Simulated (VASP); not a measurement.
A run of VASP 6.6.1 is set up as follows.

File POSCAR:

```
Au
1.0
    0.0000000000      2.0350000000      2.0350000000
    2.0350000000      0.0000000000      2.0350000000
    2.0350000000      2.0350000000      0.0000000000
Au
1
Direct
    0.0000000000      0.0000000000      0.0000000000
```

File INCAR.step1:

```
PREC = Accurate ; ENCUT = 520
ISMEAR = 0 ; SIGMA = 0.1
LREAL = False ; LASPH = True
NELM = 60 ; NBANDS = 12
GGA = PE ; ALGO = Normal
EDIFF = 1E-4 ; LWAVE = True
LCHARG = False
```

The input INCAR.step2:

```
PREC = Accurate ; ENCUT = 520
EDIFF = 1E-6 ; ISMEAR = 0
SIGMA = 0.1 ; LREAL = False
LASPH = True ; NELM = 60
ALGO = Normal ; ISIF = 2
LWAVE = False ; LCHARG = False
METAGGA = R2SCAN ; LMIXTAU = True
NBANDS = 12 ; ISTART = 1
```

The input KPOINTS:

```
regular mesh
0
Gamma
  16 16 16
```

Potentials or basis: VASP PAW PBE potentials, release 64 (Au).

Run with:

```bash
$ cat potpaw_PBE.64/Au/POTCAR > POTCAR
$ cp INCAR.step1 INCAR
$ mpirun -np 1 vasp_std > vasp.out
$ cp INCAR.step2 INCAR
$ mpirun -np 1 vasp_std > vasp.out
```

What does it give for the pressure?

7.3 GPa.

Caveat: the PAW data sets were made with another functional, which shifts forces and pressure a little.
